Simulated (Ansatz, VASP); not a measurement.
CuAu: VASP beside Ansatz

POSCAR

```
CuAu
1.0
    1.4713592656      0.8494896681      4.3396462822
   -1.4713592656      0.8494896681      4.3396462822
    0.0000000000     -1.6989793362      4.3396462822
Au Cu
1 1
Direct
    0.0000000000      0.0000000000      0.0000000000
    0.5000000000      0.5000000000      0.5000000000
```

File INCAR.step1:

```
PREC = Accurate ; ENCUT = 520
ISMEAR = -1 ; SIGMA = 0.05
LREAL = F ; LASPH = T
NELM = 60 ; NBANDS = 18
GGA = PE ; ALGO = Normal
EDIFF = 1E-4 ; LWAVE = T
LCHARG = F
```

Contents of INCAR.step2:

```
PREC = Accurate ; ENCUT = 520
EDIFF = 1E-6 ; ISMEAR = -1
SIGMA = 0.05 ; LREAL = F
LASPH = T ; NELM = 60
ALGO = Normal ; ISIF = 2
LWAVE = F ; LCHARG = F
METAGGA = R2SCAN ; LMIXTAU = T
NBANDS = 18 ; ISTART = 1
```

KPOINTS

```
regular mesh
0
Gamma
  11 11 11
```

File input.yaml:

```yaml
crystal:
  lattice:
    - [1.4713592656, 0.8494896681, 4.3396462822]
    - [-1.4713592656, 0.8494896681, 4.3396462822]
    - [0.0, -1.6989793362, 4.3396462822]
  atoms:
    - { symbol: Au, position: [0.0, 0.0, 0.0] }
    - { symbol: Cu, position: [0.5, 0.5, 0.5] }
hamiltonian:
  xc: r2scan
  pseudopotentials: { kind: paw }
kpoints:
  mp_grid: { grid: [11, 11, 11] }
scf:
  occupations: { method: fermi_dirac, width: 0.05 }
output:
  forces: true
  stress: true
  eigenvalues: true
```

Alike in both runs: task single point; functional r2SCAN; k mesh 11 × 11 × 11; occupations fermi-dirac, width 0.05 eV; no spin polarisation.

|  | VASP | Ansatz |
| --- | --- | --- |
| version | VASP 6.6.1 | Ansatz 0.2.0 |
| potentials or method | VASP PAW PBE potentials, release 64 (Au, Cu) | Ansatz PAW |
| plane-wave cutoff (eV) | 520 | 500 |
| valence electrons in the cell | 22 | 38 |

VASP gave:

| Quantity | Value |
| --- | --- |
| gap on the k mesh at the Fermi level (eV) | none |
| pressure (GPa) | -10.8 |
| traceless stress, the component that is largest in VASP (GPa) | -0.32 |

Q: Which values does Ansatz return?

A: gap on the k mesh at the Fermi level (eV): none; pressure (GPa): -10.9; traceless stress, the component that is largest in VASP (GPa): -0.42.

VASP's potentials were made for PBE, not for r2SCAN. A gap of «none» marks a metal or a gap that the smearing closes. With one functional, cell and mesh, what is left measures potentials, basis and numerics. VASP's potentials hold 22 valence electrons a cell and Ansatz's 38, so a difference there can come from the potentials and not from the codes.

Neither program's run includes spin-orbit coupling.
